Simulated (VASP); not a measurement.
Write the native input for VASP 6.6.1 that does the following.

* Task: relaxation of cell and atoms
* Functional: PBE
* Potentials or basis: VASP PAW PBE potentials, release 64 (Ge_d)
* Cutoff: 600 eV
* k mesh: 18 × 18 × 18
* Occupations: gaussian, width 0.1 eV
* Spin: no spin polarisation
* Dipole correction: no
* Further INCAR settings: ALGO = Fast; EDIFF = 1e-06; IBRION = 2; EDIFFG = -0.01; NSW = 100; ISIF = 3

The structure of Ge lies in POSCAR:

```
Ge
1.0
    0.0000000000      2.6228796974      3.3007756210
    2.4853100457      0.0000000000      3.3007756210
    2.4853100457      2.6228796974      0.0000000000
Ge
2
Direct
    0.1912438356      0.1912438356      0.8087561644
    0.8087561644      0.8087561644      0.1912438356
```

One way to write it, as run:

INCAR

```
SYSTEM = Ge
  PREC = Accurate
  ENCUT = 600
  EDIFF = 1E-6
  ISMEAR = 0
  SIGMA = 0.1
  LREAL = .FALSE.
  LASPH = .TRUE.
  NELM = 80
  ALGO = Fast
  ISIF = 3
  LWAVE = .FALSE.
  LCHARG = .FALSE.
  GGA = PE
  IBRION = 2
  NSW = 100
  EDIFFG = -0.01
```

KPOINTS

```
regular mesh
0
G
  18 18 18
  0 0 0
```

Potentials or basis: VASP PAW PBE potentials, release 64 (Ge_d).

Launch:

```sh
$ cat potpaw_PBE.64/Ge_d/POTCAR > POTCAR
$ mpirun -np 1 vasp_std > vasp.out
```

It gave:

```
Relaxed volume                        : 21.36 Å³/atom
Relaxed cell                          : a = 4.160 Å, b = 4.160 Å, c = 3.605 Å, α = 64.32°, β = 64.33°, γ = 51.35°
Space group after relaxing (to 0.1 Å) : I4/mmm (No. 139)
Energy gained by relaxing             : 8.4 meV/atom
Ionic steps                           : 10
Pressure after relaxing               : 0.0 GPa
Largest force after relaxing          : 0.004 eV/Å
Band gap on the k mesh                : zero (bands 14 and 15 overlap by 4.02 eV)
```

Run time: 2.3 h on 1 thread of Oxide Virtual Turin-like Processor, on a shared host, peak memory 0.72 GiB.
